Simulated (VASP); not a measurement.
Input of a VASP 6.6.1 run:

File INCAR:

```
ALGO     = Normal         # electronic algorithm
EDIFF    = 1E-6           # SCF threshold, eV
ENCUT    = 520            # plane-wave cutoff, eV
GGA      = PE             # functional
ISIF     = 2              # what is computed and relaxed
ISMEAR   = -1             # smearing method
LASPH    = True           # aspherical terms in the spheres
LCHARG   = False          # write CHGCAR
LREAL    = False          # projectors in reciprocal space
LWAVE    = False          # write WAVECAR
NBANDS   = 17             # bands
NELM     = 100            # most SCF steps
PREC     = Accurate       # precision mode
SIGMA    = 0.1            # smearing width, eV
```

File KPOINTS:

```
k-points
0
Gamma
  14 14 14
```

POSCAR

```
SnSe
1.0
    3.4162521252      0.0000000000      0.0000000000
    0.0000000000      3.4162521252      0.0000000000
    0.0000000000      0.0000000000      3.4162521252
Sn Se
1 1
Direct
    0.0000000000      0.0000000000      0.0000000000
    0.5000000000      0.5000000000      0.5000000000
```

Potentials or basis: VASP PAW PBE potentials, release 64 (Sn_d, Se).

Run with:

```console
$ cat potpaw_PBE.64/Sn_d/POTCAR potpaw_PBE.64/Se/POTCAR > POTCAR
$ mpirun -np 1 vasp_std > vasp.out
```

Predict the pressure.

17.8 GPa.

What does it give for the band gap on the k mesh?

Zero (band 10 reaches 9.85 eV, above the bottom of band 11 at 7.19 eV).

Caveat: spin-orbit coupling is left out, which moves the levels of the heavy elements.
